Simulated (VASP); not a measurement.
# HgTe (Coloradoite) (F-43m) in VASP: a series of runs

HgTe (Coloradoite) is run at these levels: PBEsol; tasks: single point, relaxation of cell and atoms.

Program: VASP 6.6.1. These are calculated values, not measurements. Logs are shortened: lines on timing, memory, paths and dates and some standing lists are left out, and cuts for length are marked.

## (1) The cell of the first run

The structure is cubic, space group F-43m (No. 216). Conventional cell: a = 6.511 Å, b = 6.511 Å, c = 6.511 Å, α = 90.00°, β = 90.00°, γ = 90.00°. Within 3.7 Å of Hg (site symmetry -43m) lie 4 Te at 2.82 Å. Te (site symmetry -43m) has 4 Hg at 2.82 Å within 3.7 Å.

## (2) Single point, PBEsol

Contents of INCAR:

```
PREC = Accurate
ENCUT = 520
EDIFF = 1E-6
ISMEAR = -1
SIGMA = 0.05
LREAL = F
LASPH = T
NELM = 60
ALGO = Normal
ISIF = 2
LWAVE = F
LCHARG = F
GGA = PS
NBANDS = 16
```

Contents of KPOINTS:

```
regular mesh
0
Gamma
  7 7 7
```

Contents of POSCAR:

```
HgTe
1.0
    0.0000000000      3.2556039258      3.2556039258
    3.2556039258      0.0000000000      3.2556039258
    3.2556039258      3.2556039258      0.0000000000
Hg Te
1 1
Direct
    0.0000000000      0.0000000000      0.0000000000
    0.7500000000      0.7500000000      0.7500000000
```

Potentials or basis: VASP PAW PBE potentials, release 64 (Hg, Te).

The run is started by

```sh
$ cat potpaw_PBE.64/Hg/POTCAR potpaw_PBE.64/Te/POTCAR > POTCAR
$ mpirun -np 1 vasp_std > vasp.out
```

OUTCAR:

```text
PREC = Accurate
   ENCUT = 520
   EDIFF = 1E-6
   ISMEAR = -1
   LREAL = F
   LASPH = T
   NELM = 60
   ISIF = 2
   GGA = PS

 ion  position               nearest neighbor table
   1  0.000  0.000  0.000-   2 2.82   2 2.82   2 2.82   2 2.82
   2  0.750  0.750  0.750-   1 2.82   1 2.82   1 2.82   1 2.82

  LATTYP: Found a face centered cubic cell.
 ALAT       =     6.5112078516

  Lattice vectors:

 A1 = (   0.0000000000,   3.2556039258,   3.2556039258)
 A2 = (   3.2556039258,   0.0000000000,   3.2556039258)
 A3 = (   3.2556039258,   3.2556039258,   0.0000000000)

Analysis of symmetry for initial positions (statically):
=====================================================================
 Subroutine PRICEL returns:
 Original cell was already a primitive cell.

 Routine SETGRP: Setting up the symmetry group for a
 face centered cubic supercell.

 Subroutine GETGRP returns: Found 24 space group operations
 (whereof 24 operations were pure point group operations)
 out of a pool of 48 trial point group operations.

The static configuration has the point symmetry T_d .

Analysis of symmetry for dynamics (positions and initial velocities):
=====================================================================
 Subroutine PRICEL returns:
 Original cell was already a primitive cell.

 Routine SETGRP: Setting up the symmetry group for a
 face centered cubic supercell.

 Subroutine GETGRP returns: Found 24 space group operations
 (whereof 24 operations were pure point group operations)
 out of a pool of 48 trial point group operations.

The dynamic configuration has the point symmetry T_d .

 Subroutine INISYM returns: Found 24 space group operations
 (whereof 24 operations are pure point group operations),
 and found     1 'primitive' translations

----------------------------------------------------------------------------------------

                                     Primitive cell

  volume of cell :      69.0120

  direct lattice vectors                    reciprocal lattice vectors
     0.000000000  3.255603926  3.255603926    -0.153581336  0.153581336  0.153581336
     3.255603926  0.000000000  3.255603926     0.153581336 -0.153581336  0.153581336
     3.255603926  3.255603926  0.000000000     0.153581336  0.153581336 -0.153581336

  length of vectors
     4.604119226  4.604119226  4.604119226     0.266010677  0.266010677  0.266010677

  position of ions in fractional coordinates (direct lattice)
     0.000000000  0.000000000  0.000000000
     0.750000000  0.750000000  0.750000000

  ion indices of the primitive-cell ions
   primitive index   ion index
                 1           1
                 2           2

----------------------------------------------------------------------------------------

 KPOINTS: regular mesh

Automatic generation of k-mesh.
 Grid dimensions read from file:
 generate k-points for:    7    7    7

 Generating k-lattice:

  Cartesian coordinates                     Fractional coordinates (reciprocal lattice)
    -0.021940191  0.021940191  0.021940191     0.142857143  0.000000000  0.000000000
     0.021940191 -0.021940191  0.021940191     0.000000000  0.142857143  0.000000000
     0.021940191  0.021940191 -0.021940191     0.000000000  0.000000000  0.142857143

  Length of vectors
     0.038001525  0.038001525  0.038001525

  Shift w.r.t. Gamma in fractional coordinates (k-lattice)
     0.000000000  0.000000000  0.000000000

 Subroutine IBZKPT returns following result:
 ===========================================

 Found     20 irreducible k-points:

 Following reciprocal coordinates:
            Coordinates               Weight
  0.000000  0.000000  0.000000      1.000000
  0.142857  0.000000  0.000000      8.000000
  0.285714  0.000000  0.000000      8.000000
  0.428571  0.000000  0.000000      8.000000
  0.142857  0.142857  0.000000      6.000000
  0.285714  0.142857  0.000000     24.000000
[... 12 lines left out ...]
 -0.428571  0.428571  0.142857     24.000000
 -0.285714  0.428571  0.142857     24.000000
   k-points           NKPTS =     20   k-points in BZ     NKDIM =     20   number of bands    NBANDS=     16
   number of dos      NEDOS =    301   number of ions     NIONS =      2
   total plane-waves  NPLWV =  46656
   dimension x,y,z NGX =    36 NGY =   36 NGZ =   36
   dimension x,y,z NGXF=    72 NGYF=   72 NGZF=   72
   ions per type =               1   1
   NGX,Y,Z   is equivalent  to a cutoff of  13.00, 13.00, 13.00 a.u.
   NGXF,Y,Z  is equivalent  to a cutoff of  26.00, 26.00, 26.00 a.u.
 SYSTEM =  unknown system
   PREC   = accura    normal or accurate (medium, high low for compatibility)
   ISTART =      0    job   : 0-new  1-cont  2-samecut
   ICHARG =      2    charge: 1-file 2-atom 10-const
   ISPIN  =      1    spin polarized calculation?
   LNONCOLLINEAR =      F non collinear calculations
   LSORBIT =      F    spin-orbit coupling
   LASPH  =      T    aspherical Exc in radial PAW
   ENCUT  =  520.0 eV  38.22 Ry    6.18 a.u.   8.56  8.56  8.56*2*pi/ulx,y,z
   NELM   =     60;   NELMIN=  2; NELMDL= -5     # of ELM steps
   EDIFF  = 0.1E-05   stopping-criterion for ELM
   LREAL  =      F    real-space projection
   EDIFFG = 0.1E-04   stopping-criterion for IOM
   NSW    =      0    number of steps for IOM
   IBRION =     -1    ionic relax: 0-MD 1-quasi-New 2-CG
   NFREE  =      0    steps in history (QN), initial steepest desc. (CG)
   ISIF   =      2    stress and relaxation
   ISYM   =      2    0-nonsym 1-usesym 2-fastsym
   POTIM  = 0.5000    time-step for ionic-motion
   TEBEG  =    0.0;   TEEND  =   0.0 temperature during run
   PSTRESS=    0.0 pullay stress
   NELECT =      18.0000    total number of electrons
   NUPDOWN=      -1.0000    fix difference up-down
   EMIN   =  10.00;   EMAX   =-10.00  energy-range for DOS
   EFERMI =   0.00;   METHOD = LEGACY
   ISMEAR =    -1;   SIGMA  =   0.05  broadening in eV -4-tet -1-fermi 0-gaus
   EFERMI_NEDOS =   21; number of points for ismear=-14 and -15
   IALGO  =     38    algorithm
   IMIX   =      4    mixing-type and parameters
     AMIX     =   0.40;   BMIX     =  1.00
     AMIX_MAG =   1.60;   BMIX_MAG =  1.00
  volume/ion in A,a.u.               =      34.51       232.86
  Fermi-wavevector in a.u.,A,eV,Ry     =   1.045982  1.976619 14.885832  1.094078
  Thomas-Fermi vector in A             =   2.180801
   LORBIT       =      0    0 simple, 1 ext, 2 COOP (PROOUT), +10 PAW based schemes
   GGA     = PS    functional components
   LHFCALC =     F    Hartree Fock is set to
   AEXX    =    0.0000 exact exchange contribution
   IVDW    =     0    specifies the selected vdW correction
   LEPSILON=     F    determine dielectric tensor
   LRPA    =     F    only Hartree local field effects (RPA)
 non-spin polarized calculation
  energy-cutoff  :      520.00
  volume of cell :       69.01
 maximum number of plane-waves:      1875
 NGX is ok and might be reduce to    36
   NGX = 17   NGY = 17   NGZ = 17

 number of electron      18.0000002 magnetization

 Free energy of the ion-electron system (eV)
  ---------------------------------------------------
  ext. energy  EPLUGINS =         0.00000000
  ---------------------------------------------------
  free energy    TOTEN  =        -4.37213825 eV

  energy without entropy =       -4.37141476  energy(sigma->0) =       -4.37177650

 E-fermi :   2.7688     XC(G=0):  -8.8368

 val. band max:        2.7262278282   @ k =   0.0000   0.0000   0.0000
 cond. band min:       3.3819216961   @ k =   0.4286   0.0000   0.0000
 fundamental gap:      0.6556938679
 Fermi energy:         2.7688091989

 k-point     1 :       0.0000    0.0000    0.0000
  band No.  band energies     occupation
      1      -9.1418      2.00000
      2      -4.4953      2.00000
      3      -4.4953      2.00000
      4      -4.4953      2.00000
      5      -3.9861      2.00000
      6      -3.9861      2.00000
[... 8 lines left out ...]
     15      12.2309      0.00000
     16      12.2309      0.00000

 k-point     2 :       0.1429    0.0000    0.0000
  band No.  band energies     occupation
      1      -9.0458      2.00000
      2      -4.4690      2.00000
      3      -4.4690      2.00000
      4      -4.4576      2.00000
      5      -3.9885      2.00000
      6      -3.9885      2.00000
[... 8 lines left out ...]
     15      11.3199      0.00000
     16      11.3199      0.00000

 k-point     3 :       0.2857    0.0000    0.0000
  band No.  band energies     occupation
      1      -8.8174      2.00000
      2      -4.4156      2.00000
      3      -4.4156      2.00000
      4      -4.2770      2.00000
      5      -3.9848      2.00000
      6      -3.9848      2.00000
[... 8 lines left out ...]
     15      11.2772      0.00000
     16      11.2772      0.00000

 k-point     4 :       0.4286    0.0000    0.0000
  band No.  band energies     occupation
      1      -8.6204      2.00000
      2      -4.3813      2.00000
      3      -4.3813      2.00000
      4      -3.9696      2.00000
      5      -3.9696      2.00000
      6      -3.8516      2.00000
[... 8 lines left out ...]
     15      12.3083      0.00000
     16      12.3083      0.00000
[... 248 lines left out ...]
 k-point    18 :      -0.4286    0.2857    0.1429
  band No.  band energies     occupation
      1      -8.4976      2.00000
      2      -4.3275      2.00000
      3      -4.2989      2.00000
      4      -4.0549      2.00000
      5      -3.9748      2.00000
      6      -3.6967      2.00000
[... 8 lines left out ...]
     15      12.4999      0.00000
     16      13.1768      0.00000

 k-point    19 :      -0.4286    0.4286    0.1429
  band No.  band energies     occupation
      1      -8.4309      2.00000
      2      -4.2992      2.00000
      3      -4.2357      2.00000
      4      -4.1280      2.00000
      5      -3.9548      2.00000
      6      -3.6020      2.00000
[... 8 lines left out ...]
     15      13.2881      0.00000
     16      13.7562      0.00000

 k-point    20 :      -0.2857    0.4286    0.1429
  band No.  band energies     occupation
      1      -8.4140      2.00000
      2      -4.2945      2.00000
      3      -4.2450      2.00000
      4      -4.0509      2.00000
      5      -3.9971      2.00000
      6      -3.4631      2.00000
[... 8 lines left out ...]
     15      12.7047      0.00000
     16      14.3852      0.00000

------------------------ aborting loop because EDIFF is reached ----------------------------------------

  FORCE on cell =-STRESS in cart. coord.  units (eV):
  Direction    XX          YY          ZZ          XY          YZ          ZX
  --------------------------------------------------------------------------------------
  -------------------------------------------------------------------------------------
  Total        0.0454075      0.0454075      0.0454075      0.0000000     -0.0000000      0.0000000
  in kB        1.0541771      1.0541771      1.0541771      0.0000000     -0.0000000      0.0000000
  external PRESSURE =       1.0541771 kB  Pullay stress =       0.0000000 kB

 VOLUME and BASIS-vectors are now :
 -----------------------------------------------------------------------------
  energy-cutoff  :      520.00
  volume of cell :       69.01
      direct lattice vectors                 reciprocal lattice vectors
     0.000000000  3.255603926  3.255603926    -0.153581336  0.153581336  0.153581336
     3.255603926  0.000000000  3.255603926     0.153581336 -0.153581336  0.153581336
     3.255603926  3.255603926  0.000000000     0.153581336  0.153581336 -0.153581336

 POSITION                                       TOTAL-FORCE (eV/Angst)
 -----------------------------------------------------------------------------------
      0.00000      0.00000      0.00000        -0.000000     -0.000000     -0.000000
      4.88341      4.88341      4.88341         0.000000      0.000000      0.000000
 -----------------------------------------------------------------------------------
    total drift:                                0.000000      0.000000      0.000000

  FREE ENERGIE OF THE ION-ELECTRON SYSTEM (eV)
  ---------------------------------------------------
  free  energy   TOTEN  =        -4.3721382452 eV

  energy  without entropy=       -4.3714147621  energy(sigma->0) =       -4.37177650
```

It took 18 s on 1 thread of Intel Xeon 6455B, shared host; peak memory 0.21 GiB.

What came out:

| Property | Result |
| --- | --- |
| Free energy | -4.3721 eV |
| Pressure | 0.1 GPa |
| Band gap on the k mesh | zero (filled and empty bands touch) |

Caveat: the PAW data sets were made with another functional, which shifts forces and pressure a little; spin-orbit coupling is left out, which moves the levels of the heavy elements.

(Continued in part 2 of 2.)
